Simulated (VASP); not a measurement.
# CsH: single point with LDA

Crystal: CsH.

```xyz
4
Lattice="3.0511 3.0511 0.0000 -3.0511 3.0511 0.0000 0.0000 0.0000 6.1022" Properties=species:S:1:pos:R:3 pbc="T T T"
Cs    0.0000    0.0000    0.0000
Cs    0.0000    3.0511    3.0511
H     0.0000    3.0511    0.0000
H     0.0000    0.0000    3.0511
```

```json
{
  "Program": "VASP 6.6.1",
  "Task": "single point",
  "Functional": "LDA",
  "Potentials or basis": "VASP PAW LDA potentials, release 64 (Cs_sv, H)",
  "Cutoff": "520 eV",
  "k mesh": "6 × 6 × 6",
  "Occupations": "gaussian, width 0.02 eV",
  "Spin": "no spin polarisation",
  "Dipole correction": "no",
  "Further INCAR settings": "ALGO = Normal; EDIFF = 1e-06; NBANDS = 18"
}
```

The pressure is 0.0 GPa. The band gap on the k mesh is 1.73 eV.

Levels at points of the mesh, in eV from the valence-band top:
```
           k point  band 8  band 9  band 10  band 11  band 12  band 13
(0.00, 0.00, 0.00)   -7.85   -2.18    -1.65     2.53     4.93     4.93
(0.50, 0.00, 0.00)   -7.99   -0.57    -0.57     2.88     2.88     3.84
(0.50, 0.50, 0.00)   -8.25   -1.65    -1.65     2.53     2.53     5.83
(0.00, 0.00, 0.50)   -8.06   -1.27    -1.27     3.39     3.39     4.16
(0.50, 0.00, 0.50)   -7.99    0.00     0.00     1.73     1.73     4.45
(0.50, 0.50, 0.50)   -8.33   -1.04    -1.04     3.91     3.91     3.91
```

Run time: 79 s on 1 thread of Intel Xeon 8259CL, with other jobs on the host, peak memory 0.22 GiB.

Caveat: spin-orbit coupling is left out, which moves the levels of the heavy elements. A k mesh can miss the band edges.
